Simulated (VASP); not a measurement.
# V in VASP: settings compared, part 2 of 2

VASP 6.6.1.

### Step 3. Single point, PBE+U, collinear spin, ferromagnetic start (the cell strained at random)

INCAR

```
SYSTEM = V
ALGO = Fast
EDIFF = 1E-6
ENCUT = 520
GGA = PE
ISIF = 2
ISMEAR = -1
ISPIN = 2
LASPH = .True.
LCHARG = .True.
LDAU = .True.
LDAUJ = 0
LDAUL = 2
LDAUPRINT = 1
LDAUTYPE = 2
LDAUU = 3
LELF = .True.
LMAXMIX = 4
LORBIT = 11
LREAL = .False.
LVHAR = .True.
LWAVE = .False.
MAGMOM = 1.58
NBANDS = 16
NELM = 150
PREC = Accurate
SIGMA = 0.05
```

KPOINTS

```
k-points
0
Gamma
  12 12 12
  0 0 0
```

POSCAR

```
V
1.0
   -1.5340740000      1.5672270000      1.5293910000
    1.5301780000     -1.5559170000      1.5141850000
    1.4626760000      1.4845190000     -1.5180810000
V
1
Direct
    0.0371260000      0.0248660000      0.0319570000
```

Potentials or basis: VASP PAW PBE potentials, release 64 (V_sv).

Launch:

```console
cat potpaw_PBE.64/V_sv/POTCAR > POTCAR
mpirun -np 1 vasp_std > vasp.out
```

It took 4.6 min on 1 thread of Intel Xeon 6975P-C, shared host; peak memory 0.37 GiB.

The run converged. Its results:

| Quantity | Value |
| --- | --- |
| Free energy | -5.8768 eV |
| Pressure | 5.2 GPa |
| Net moment | 0.67 μB per cell |
| Site moments | V +0.59 μB |
| Valence electrons inside the program's atomic spheres | V 11.56 |

Stress tensor (GPa, compression positive):
```
 6.51  2.43 -0.03
 2.43  4.60 -0.27
-0.03 -0.27  4.57
```

Levels at points of the mesh, in eV from the Fermi level:
Spin up:
| k point | band 3 | band 4 | band 5 | band 6 | band 7 | band 8 | band 9 | band 10 | band 11 | band 12 |
| --- | --- | --- | --- | --- | --- | --- | --- | --- | --- | --- |
| (0.00, 0.00, 0.00) | -37.98 | -37.93 | -7.10 | -0.75 | -0.37 | 0.04 | 2.37 | 2.57 | 19.15 | 19.61 |
| (0.50, 0.00, 0.00) | -38.23 | -37.96 | -3.55 | -1.72 | 0.81 | 2.10 | 2.77 | 3.15 | 9.00 | 15.30 |
| (0.00, 0.50, 0.00) | -38.25 | -37.98 | -3.53 | -1.86 | 1.04 | 2.24 | 2.79 | 3.16 | 9.28 | 14.91 |
| (0.50, 0.50, 0.00) | -38.19 | -37.95 | -3.62 | -2.04 | 0.62 | 2.41 | 2.97 | 3.17 | 8.76 | 15.52 |
| (0.00, 0.00, 0.50) | -38.29 | -38.03 | -3.49 | -1.63 | 1.41 | 2.01 | 2.62 | 3.19 | 9.67 | 14.74 |
| (0.50, 0.00, 0.50) | -38.24 | -37.99 | -3.54 | -1.89 | 1.01 | 2.26 | 2.80 | 3.17 | 9.23 | 15.03 |
| (0.00, 0.50, 0.50) | -38.25 | -37.98 | -3.53 | -1.66 | 0.93 | 2.04 | 2.71 | 3.15 | 9.14 | 15.17 |
| (0.50, 0.50, 0.50) | -38.55 | -38.49 | -2.85 | -2.80 | 2.70 | 2.76 | 2.91 | 9.00 | 9.09 | 9.68 |
Spin down:
| k point | band 3 | band 4 | band 5 | band 6 | band 7 | band 8 | band 9 | band 10 |
| --- | --- | --- | --- | --- | --- | --- | --- | --- |
| (0.00, 0.00, 0.00) | -37.46 | -37.39 | -6.77 | 0.66 | 0.95 | 1.17 | 2.51 | 2.71 |
| (0.50, 0.00, 0.00) | -37.69 | -37.43 | -2.87 | -0.46 | 1.10 | 2.58 | 2.95 | 4.44 |
| (0.00, 0.50, 0.00) | -37.72 | -37.45 | -2.86 | -0.66 | 1.35 | 2.73 | 2.99 | 4.49 |
| (0.50, 0.50, 0.00) | -37.67 | -37.41 | -2.86 | -0.69 | 0.90 | 2.84 | 3.16 | 4.33 |
| (0.00, 0.00, 0.50) | -37.77 | -37.50 | -2.87 | -0.57 | 1.73 | 2.59 | 2.83 | 4.63 |
| (0.50, 0.00, 0.50) | -37.71 | -37.45 | -2.86 | -0.65 | 1.31 | 2.74 | 3.00 | 4.46 |
| (0.00, 0.50, 0.50) | -37.71 | -37.45 | -2.88 | -0.44 | 1.23 | 2.55 | 2.90 | 4.50 |
| (0.50, 0.50, 0.50) | -38.02 | -37.95 | -2.70 | -2.65 | 3.85 | 4.11 | 4.34 | 9.49 |

Eigenvalues of the final occupation matrices:
```tsv
site	spin	trace	eigenvalues
site 1 d	1	1.78	0.22 0.23 0.40 0.45 0.48
site 1 d	2	1.22	0.24 0.24 0.24 0.25 0.26
```

Caveat: the cell differs from its parent crystal (the cell strained at random); the U is typed as a test and isn't derived for this compound. The state reached can hang on the start; a lower one may exist.

### Step 4. Single point, PBEsol+U, collinear spin, ferromagnetic start

INCAR

```
SYSTEM = V
PREC = Accurate
ENCUT = 520
EDIFF = 1E-6
ISMEAR = -1
SIGMA = 0.05
LREAL = .FALSE.
LASPH = .TRUE.
NELM = 150
ALGO = Normal
ISIF = 2
LWAVE = .FALSE.
LCHARG = .FALSE.
ISPIN = 2
MAGMOM = 2
LORBIT = 11
LMAXMIX = 4
LDAU = .TRUE.
LDAUTYPE = 2
LDAUL = 2
LDAUU = 2
LDAUJ = 0
LDAUPRINT = 1
GGA = PS
NBANDS = 16
```

KPOINTS

```
regular mesh
0
G
  12 12 12
  0 0 0
```

POSCAR

```
V
1.0
   -1.5143500000      1.5143500000      1.5143500000
    1.5143500000     -1.5143500000      1.5143500000
    1.5143500000      1.5143500000     -1.5143500000
V
1
Direct
    0.0000000000      0.0000000000      0.0000000000
```

Launch:

```console
cat potpaw_PBE.64/V_sv/POTCAR > POTCAR
mpirun -np 1 vasp_std > vasp.out
```

It took 39 s on 1 thread of AMD EPYC 7R13, shared host; peak memory 0.12 GiB.

Results (log left out):

```yaml
Free_energy: -7.5059 eV
Pressure: -5.4 GPa
Net_moment: 0.59 μB per cell
Site_moments: V +0.50 μB
Valence_electrons_inside_the_program's_atomic_spheres: V 11.58
```

Levels at points of the mesh, in eV from the Fermi level:
Spin up:
| k point | band 3 | band 4 | band 5 | band 6 | band 7 | band 8 | band 9 | band 10 | band 11 | band 12 |
| --- | --- | --- | --- | --- | --- | --- | --- | --- | --- | --- |
| (0.00, 0.00, 0.00) | -37.56 | -37.56 | -6.95 | -0.06 | -0.06 | -0.06 | 2.33 | 2.33 | 19.85 | 19.85 |
| (0.50, 0.00, 0.00) | -37.82 | -37.57 | -3.41 | -1.53 | 1.13 | 2.18 | 2.67 | 3.49 | 9.37 | 15.30 |
| (0.50, 0.50, 0.50) | -38.13 | -38.13 | -2.92 | -2.92 | 3.11 | 3.11 | 3.11 | 9.42 | 9.42 | 9.42 |
Spin down:
```tsv
k point	band 3	band 4	band 5	band 6	band 7	band 8	band 9	band 10
(0.00, 0.00, 0.00)	-37.11	-37.11	-6.61	0.80	0.80	0.80	2.60	2.60
(0.50, 0.00, 0.00)	-37.37	-37.12	-2.88	-0.71	1.44	2.63	2.95	4.36
(0.50, 0.50, 0.50)	-37.68	-37.68	-2.66	-2.66	3.98	3.98	3.98	9.84
```

Eigenvalues of the final occupation matrices:
```csv
site,spin,trace,eigenvalues
site 1 d,1,1.75,0.25 0.25 0.42 0.42 0.42
site 1 d,2,1.28,0.24 0.24 0.27 0.27 0.27
```

Caveat: the PAW data sets were made with another functional, which shifts forces and pressure a little; the U is typed as a test and isn't derived for this compound.

### Step 5. Single point, PBEsol+U, collinear spin, ferromagnetic start

INCAR

```
ALGO     = Normal         # electronic algorithm
EDIFF    = 1E-6           # SCF threshold, eV
ENCUT    = 520            # plane-wave cutoff, eV
GGA      = PS             # functional
ISIF     = 2              # what is computed and relaxed
ISMEAR   = -1             # smearing method
ISPIN    = 2              # spin polarisation
LASPH    = True           # aspherical terms in the spheres
LCHARG   = False          # write CHGCAR
LDAU     = True           # DFT+U
LDAUJ    = 0            
LDAUL    = 2              # shell
LDAUPRINT= 1            
LDAUTYPE = 2            
LDAUU    = 4              # U, eV
LMAXMIX  = 4              # l up to which the mixer works
LORBIT   = 11             # projections on sites
LREAL    = False          # projectors in reciprocal space
LWAVE    = False          # write WAVECAR
MAGMOM   = 2              # initial moments
NBANDS   = 16             # bands
NELM     = 150            # most SCF steps
PREC     = Accurate       # precision mode
SIGMA    = 0.05           # smearing width, eV
```

KPOINTS

```
k-points
0
Gamma
  12 12 12
```

POSCAR is that of step 4.

Launch:

```console
cat potpaw_PBE.64/V_sv/POTCAR > POTCAR
mpirun -np 1 vasp_std > vasp.out
```

Wall time 45 s (1 thread of AMD EPYC 7R13, shared host); peak memory 0.12 GiB.

Results (log left out):

* Free energy: -5.5040 eV
* Pressure: 5.0 GPa
* Net moment: 0.95 μB per cell
* Site moments: V +0.85 μB
* Valence electrons inside the program's atomic spheres: V 11.55

Levels at points of the mesh, in eV from the Fermi level:
Spin up:
```tsv
k point	band 4	band 5	band 6	band 7	band 8	band 9	band 10	band 11
(0.00, 0.00, 0.00)	-38.26	-7.43	-0.92	-0.92	-0.92	2.42	2.42	19.38
(0.50, 0.00, 0.00)	-38.26	-3.93	-2.35	0.65	1.99	2.59	2.76	8.77
(0.50, 0.50, 0.50)	-38.82	-2.90	-2.90	2.22	2.22	2.22	8.87	8.87
```
Spin down:
```tsv
k point	band 3	band 4	band 5	band 6	band 7	band 8	band 9	band 10
(0.00, 0.00, 0.00)	-37.48	-37.48	-6.98	1.25	1.25	1.25	2.59	2.59
(0.50, 0.00, 0.00)	-37.73	-37.49	-2.85	-0.31	1.06	2.77	2.97	4.84
(0.50, 0.50, 0.50)	-38.04	-38.04	-2.73	-2.73	4.45	4.45	4.45	9.54
```

Eigenvalues of the final occupation matrices:
```csv
site,spin,trace,eigenvalues
site 1 d,1,1.89,0.20 0.20 0.50 0.50 0.50
site 1 d,2,1.08,0.19 0.19 0.19 0.25 0.25
```

Caveat: the PAW data sets were made with another functional, which shifts forces and pressure a little; the U is typed as a test and isn't derived for this compound.

### Step 6. The runs side by side

| task | level | potentials or basis | U | cell | k mesh | cutoff (eV) | ions in elastic constants | gap on the mesh (eV) | pressure (GPa) | moment (μB) |
| --- | --- | --- | --- | --- | --- | --- | --- | --- | --- | --- |
| elastic constants | LDA | VASP PAW LDA potentials, release 64 (V_sv) | - | a = 2.623 Å, angles 109.5°, 1 atom | 9 × 9 × 9 | 600 | relaxed | - | - | 0.00 |
| single point | PBE+U | VASP PAW PBE potentials, release 64 (V_sv) | V d U = 3.0 eV | a = 2.674, b = 2.656, c = 2.578 Å, angles 110.2, 109.0, 110.4°, 1 atom | 12 × 12 × 12 | 520 | - | none | 5.2 | 0.67 |
| single point | PBEsol+U | VASP PAW PBE potentials, release 64 (V_sv) | V d U = 2.0 eV | a = 2.623 Å, angles 109.5°, 1 atom | 12 × 12 × 12 | 520 | - | none | -5.4 | 0.59 |
| single point | PBEsol+U | VASP PAW PBE potentials, release 64 (V_sv) | V d U = 4.0 eV | a = 2.623 Å, angles 109.5°, 1 atom | 12 × 12 × 12 | 520 | - | none | 5.0 | 0.95 |

Alike in all rows: spin collinear, ferromagnetic start; smearing fermi-dirac 0.05 eV.

Caveats: the U is typed as a test and isn't derived for this compound (some runs); the PAW data sets were made with another functional, which shifts forces and pressure a little (some runs); the cell is under stress, which shifts elastic constants (some runs); the elastic tensor has a negative eigenvalue, so either the cell is unstable as it stands or the mesh is too thin (some runs).

Total energies depend on the potentials used, so only differences within one code and one set of settings carry meaning.
